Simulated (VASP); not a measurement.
# Be (P6/mmm) in VASP: single point with LDA

Aim: the single point of Be with LDA.

Everything below comes from runs of VASP 6.6.1. Logs are shortened: lines on timing, memory, paths and dates and some standing lists are left out, and cuts for length are marked.

## 1. The cell of the first run

The structure is hexagonal, space group P6/mmm (No. 191). Conventional cell: a = 4.537 Å, b = 4.537 Å, c = 3.530 Å, α = 90.00°, β = 90.00°, γ = 120.00°. Within 2.9 Å of Be (site symmetry -6m2) lie 9 Be at 2.20 to 2.62 Å. Within 2.9 Å of Be (site symmetry mmm) lie 8 Be at 2.20 to 2.27 Å.

## 2. Single point, LDA

Input file INCAR:

```
PREC = Accurate
ENCUT = 520
EDIFF = 1E-6
ISMEAR = 1
SIGMA = 0.15
LREAL = False
LASPH = True
NELM = 100
ALGO = Normal
ISIF = 2
LWAVE = False
LCHARG = False
GGA = CA
NBANDS = 13
```

Input file KPOINTS:

```
Automatic mesh
0
Gamma
  6 6 7
```

Input file POSCAR:

```
Be
1.0
    4.5365604900      0.0000000000      0.0000000000
   -2.2682802500      3.9287766300      0.0000000000
    0.0000000000      0.0000000000      3.5303112100
Be
5
Direct
    0.3333333333      0.6666666667      0.0000000000
    0.6666666667      0.3333333333      0.0000000000
    0.5000000000      0.0000000000      0.5000000000
    0.5000000000      0.5000000000      0.5000000000
    0.0000000000      0.5000000000      0.5000000000
```

Potentials or basis: VASP PAW LDA potentials, release 64 (Be).

On the command line:

```console
$ cat potpaw_LDA.64/Be/POTCAR > POTCAR
$ mpirun -np 1 vasp_std > vasp.out
```

OUTCAR:

```text
PREC = Accurate
   ENCUT = 520
   EDIFF = 1E-6
   ISMEAR = 1
   LREAL = False
   LASPH = True
   NELM = 100
   ISIF = 2
   GGA = CA

 ion  position               nearest neighbor table
   1  0.333  0.667  0.000-   5 2.20   5 2.20   3 2.20   3 2.20   4 2.20   4 2.20
   2  0.667  0.333  0.000-   5 2.20   5 2.20   3 2.20   3 2.20   4 2.20   4 2.20
   3  0.500  0.000  0.500-   1 2.20   2 2.20   1 2.20   2 2.20   5 2.27   5 2.27   4 2.27   4 2.27

   4  0.500  0.500  0.500-   1 2.20   2 2.20   1 2.20   2 2.20   5 2.27   5 2.27   3 2.27   3 2.27

   5  0.000  0.500  0.500-   1 2.20   2 2.20   1 2.20   2 2.20   3 2.27   3 2.27   4 2.27   4 2.27

  LATTYP: Found a hexagonal cell.
 ALAT       =     4.5365604900
 C/A-ratio  =     0.7781911467

  Lattice vectors:

 A1 = (   4.5365604900,   0.0000000000,   0.0000000000)
 A2 = (  -2.2682802500,   3.9287766300,   0.0000000000)
 A3 = (   0.0000000000,   0.0000000000,   3.5303112100)

Analysis of symmetry for initial positions (statically):
=====================================================================
 Subroutine PRICEL returns:
 Original cell was already a primitive cell.

 Routine SETGRP: Setting up the symmetry group for a
 hexagonal supercell.

 Subroutine GETGRP returns: Found 24 space group operations
 (whereof 24 operations were pure point group operations)
 out of a pool of 24 trial point group operations.

The static configuration has the point symmetry D_6h.

Analysis of symmetry for dynamics (positions and initial velocities):
=====================================================================
 Subroutine PRICEL returns:
 Original cell was already a primitive cell.

 Routine SETGRP: Setting up the symmetry group for a
 hexagonal supercell.

 Subroutine GETGRP returns: Found 24 space group operations
 (whereof 24 operations were pure point group operations)
 out of a pool of 24 trial point group operations.

The dynamic configuration has the point symmetry D_6h.

 Subroutine INISYM returns: Found 24 space group operations
 (whereof 24 operations are pure point group operations),
 and found     1 'primitive' translations

----------------------------------------------------------------------------------------

                                     Primitive cell

  volume of cell :      62.9212

  direct lattice vectors                    reciprocal lattice vectors
     4.536560490  0.000000000  0.000000000     0.220431316  0.127266080  0.000000000
    -2.268280250  3.928776630  0.000000000     0.000000000  0.254532160  0.000000000
     0.000000000  0.000000000  3.530311210     0.000000000  0.000000000  0.283261146

  length of vectors
     4.536560490  4.536560492  3.530311210     0.254532160  0.254532160  0.283261146

  position of ions in fractional coordinates (direct lattice)
     0.333333333  0.666666667  0.000000000
     0.666666667  0.333333333  0.000000000
     0.500000000  0.000000000  0.500000000
     0.500000000  0.500000000  0.500000000
     1.000000000  0.500000000  0.500000000

  ion indices of the primitive-cell ions
   primitive index   ion index
                 1           1
                 2           2
                 3           3
                 4           4
                 5           5

----------------------------------------------------------------------------------------

 KPOINTS: Automatic mesh

Automatic generation of k-mesh.
 Grid dimensions read from file:
 generate k-points for:    6    6    7

 Generating k-lattice:

  Cartesian coordinates                     Fractional coordinates (reciprocal lattice)
     0.036738553  0.021211013  0.000000000     0.166666667  0.000000000  0.000000000
     0.000000000  0.042422027  0.000000000     0.000000000  0.166666667  0.000000000
     0.000000000  0.000000000  0.040465878     0.000000000  0.000000000  0.142857143

  Length of vectors
     0.042422027  0.042422027  0.040465878

  Shift w.r.t. Gamma in fractional coordinates (k-lattice)
     0.000000000  0.000000000  0.000000000

 Subroutine IBZKPT returns following result:
 ===========================================

 Found     28 irreducible k-points:

 Following reciprocal coordinates:
            Coordinates               Weight
  0.000000  0.000000  0.000000      1.000000
  0.166667  0.000000  0.000000      6.000000
  0.333333  0.000000  0.000000      6.000000
  0.500000  0.000000  0.000000      3.000000
  0.166667  0.166667  0.000000      6.000000
  0.333333  0.166667  0.000000     12.000000
[... 16 lines left out ...]
  0.166667  0.000000  0.428571     12.000000
  0.333333  0.000000  0.428571     12.000000
 [... further k-points ...]
   k-points           NKPTS =     28   k-points in BZ     NKDIM =     28   number of bands    NBANDS=     13
   number of dos      NEDOS =    301   number of ions     NIONS =      5
   total plane-waves  NPLWV =  36288
   dimension x,y,z NGX =    36 NGY =   36 NGZ =   28
   dimension x,y,z NGXF=    72 NGYF=   72 NGZF=   56
   ions per type =               5
   NGX,Y,Z   is equivalent  to a cutoff of  13.19, 13.19, 13.19 a.u.
   NGXF,Y,Z  is equivalent  to a cutoff of  26.38, 26.38, 26.37 a.u.
 SYSTEM =  unknown system
   PREC   = accura    normal or accurate (medium, high low for compatibility)
   ISTART =      0    job   : 0-new  1-cont  2-samecut
   ICHARG =      2    charge: 1-file 2-atom 10-const
   ISPIN  =      1    spin polarized calculation?
   LNONCOLLINEAR =      F non collinear calculations
   LSORBIT =      F    spin-orbit coupling
   LASPH  =      T    aspherical Exc in radial PAW
   ENCUT  =  520.0 eV  38.22 Ry    6.18 a.u.   8.43  8.43  6.56*2*pi/ulx,y,z
   NELM   =    100;   NELMIN=  2; NELMDL= -5     # of ELM steps
   EDIFF  = 0.1E-05   stopping-criterion for ELM
   LREAL  =      F    real-space projection
   EDIFFG = 0.1E-04   stopping-criterion for IOM
   NSW    =      0    number of steps for IOM
   IBRION =     -1    ionic relax: 0-MD 1-quasi-New 2-CG
   NFREE  =      0    steps in history (QN), initial steepest desc. (CG)
   ISIF   =      2    stress and relaxation
   ISYM   =      2    0-nonsym 1-usesym 2-fastsym
   POTIM  = 0.5000    time-step for ionic-motion
   TEBEG  =    0.0;   TEEND  =   0.0 temperature during run
   PSTRESS=    0.0 pullay stress
   NELECT =      10.0000    total number of electrons
   NUPDOWN=      -1.0000    fix difference up-down
   EMIN   =  10.00;   EMAX   =-10.00  energy-range for DOS
   EFERMI =   0.00;   METHOD = LEGACY
   ISMEAR =     1;   SIGMA  =   0.15  broadening in eV -4-tet -1-fermi 0-gaus
   EFERMI_NEDOS =   21; number of points for ismear=-14 and -15
   IALGO  =     38    algorithm
   IMIX   =      4    mixing-type and parameters
     AMIX     =   0.40;   BMIX     =  1.00
     AMIX_MAG =   1.60;   BMIX_MAG =  1.00
  volume/ion in A,a.u.               =      12.58        84.92
  Fermi-wavevector in a.u.,A,eV,Ry     =   0.886766  1.675745 10.699001  0.786354
  Thomas-Fermi vector in A             =   2.007976
   LORBIT       =      0    0 simple, 1 ext, 2 COOP (PROOUT), +10 PAW based schemes
   GGA     = CA    functional components
   LHFCALC =     F    Hartree Fock is set to
   AEXX    =    0.0000 exact exchange contribution
   IVDW    =     0    specifies the selected vdW correction
   LEPSILON=     F    determine dielectric tensor
   LRPA    =     F    only Hartree local field effects (RPA)
 non-spin polarized calculation
 Methfessel and Paxton  Order N= 1 SIGMA  =   0.15
  energy-cutoff  :      520.00
  volume of cell :       62.92
 maximum number of plane-waves:      1719
 NGX is ok and might be reduce to    36
   NGX = 17   NGY = 17   NGZ = 13

 number of electron      10.0000000 magnetization

 Free energy of the ion-electron system (eV)
  ---------------------------------------------------
  ext. energy  EPLUGINS =         0.00000000
  ---------------------------------------------------
  free energy    TOTEN  =       -17.94174148 eV

  energy without entropy =      -17.94187645  energy(sigma->0) =      -17.94178647

 E-fermi :   1.9919     XC(G=0):  -8.8510

 val. band max:        1.9862259295   @ k =   0.1667   0.0000   0.4286
 cond. band min:       1.9974518017   @ k =   0.3333   0.1667   0.0000
 fundamental gap:      0.0112258722
 Fermi energy:         1.9919337655

 k-point     1 :       0.0000    0.0000    0.0000
  band No.  band energies     occupation
      1      -5.7793      2.00000
      2      -0.9839      2.00000
      3       1.0909      2.00000
      4       1.7861      2.06546
      5       1.7861      2.06546
      6       2.3210     -0.00814
      7       2.3210     -0.00814
      8       7.0636      0.00000
      9       7.8259      0.00000
     10       7.8809      0.00000
     11       9.1411      0.00000
     12       9.1411      0.00000
     13      12.5592      0.00000

 k-point     2 :       0.1667    0.0000    0.0000
  band No.  band energies     occupation
      1      -5.5909      2.00000
      2      -1.5777      2.00000
      3       0.9690      2.00000
      4       1.1389      2.00000
      5       1.2928      2.00000
      6       3.3395     -0.00000
      7       3.5336     -0.00000
      8       6.4320      0.00000
      9       7.0920      0.00000
     10       8.8056      0.00000
     11       9.0261      0.00000
     12      10.6676      0.00000
     13      11.8696      0.00000

 k-point     3 :       0.3333    0.0000    0.0000
  band No.  band energies     occupation
      1      -5.0481      2.00000
      2      -2.7580      2.00000
      3       0.3422      2.00000
      4       0.6117      2.00000
      5       1.8567      2.02325
      6       4.7976     -0.00000
      7       4.8211     -0.00000
      8       5.3129      0.00000
      9       7.0474      0.00000
     10       8.8175      0.00000
     11       9.9680      0.00000
     12      10.6615      0.00000
     13      11.1102      0.00000
[... 305 lines left out ...]
 k-point    23 :       0.1667    0.0000    0.4286
  band No.  band energies     occupation
      1      -4.0770      2.00000
      2      -2.6119      2.00000
      3      -1.1307      2.00000
      4       1.5136      2.00006
      5       1.9862      1.06435
      6       3.1066     -0.00000
      7       3.7801     -0.00000
      8       6.7942      0.00000
      9       6.9881      0.00000
     10       7.0788      0.00000
     11       8.0929      0.00000
     12       8.2559      0.00000
     13      10.0295      0.00000

 k-point    24 :       0.3333    0.0000    0.4286
  band No.  band energies     occupation
      1      -3.5912      2.00000
      2      -2.0700      2.00000
      3      -1.7544      2.00000
      4       0.2571      2.00000
      5       1.5884      2.00095
      6       2.1735     -0.07085
      7       3.6934     -0.00000
      8       6.4546      0.00000
      9       7.8635      0.00000
     10       8.3126      0.00000
     11       9.8035      0.00000
     12       9.8492      0.00000
     13      12.3754      0.00000

 [... further k-points ...]
[... 5 lines left out ...]
  --------------------------------------------------------------------------------------
  -------------------------------------------------------------------------------------
  Total       -5.0634149     -5.0634149     -1.3906715      0.0000000      0.0000000      0.0000000
  in kB     -128.9309134   -128.9309134    -35.4109927      0.0000002      0.0000000      0.0000000
  external PRESSURE =     -97.7576065 kB  Pullay stress =       0.0000000 kB

 VOLUME and BASIS-vectors are now :
 -----------------------------------------------------------------------------
  energy-cutoff  :      520.00
  volume of cell :       62.92
      direct lattice vectors                 reciprocal lattice vectors
     4.536560490  0.000000000  0.000000000     0.220431316  0.127266080  0.000000000
    -2.268280250  3.928776630  0.000000000     0.000000000  0.254532160  0.000000000
     0.000000000  0.000000000  3.530311210     0.000000000  0.000000000  0.283261146

 POSITION                                       TOTAL-FORCE (eV/Angst)
 -----------------------------------------------------------------------------------
     -0.00000      2.61918      0.00000         0.000000      0.000000      0.000000
      2.26828      1.30959      0.00000        -0.000000      0.000000     -0.000000
      2.26828      0.00000      1.76516         0.000000      0.000000     -0.000000
      1.13414      1.96439      1.76516        -0.000000      0.000000     -0.000000
     -1.13414      1.96439      1.76516         0.000000      0.000000     -0.000000
 -----------------------------------------------------------------------------------
    total drift:                                0.000000      0.000000     -0.000000

  FREE ENERGIE OF THE ION-ELECTRON SYSTEM (eV)
  ---------------------------------------------------
  free  energy   TOTEN  =       -17.9417414807 eV

  energy  without entropy=      -17.9418764534  energy(sigma->0) =      -17.94178647
```

It took 8.1 s on 1 thread of Intel Xeon Platinum 8559C (Emerald Rapids), shared host; peak memory 0.15 GiB.

What came out:

| Quantity | Value |
| --- | --- |
| Free energy | -17.9417 eV |
| Pressure | -9.8 GPa |
| Band gap on the k mesh | zero (band 5 reaches 3.10 eV, above the bottom of band 6 at 1.59 eV) |
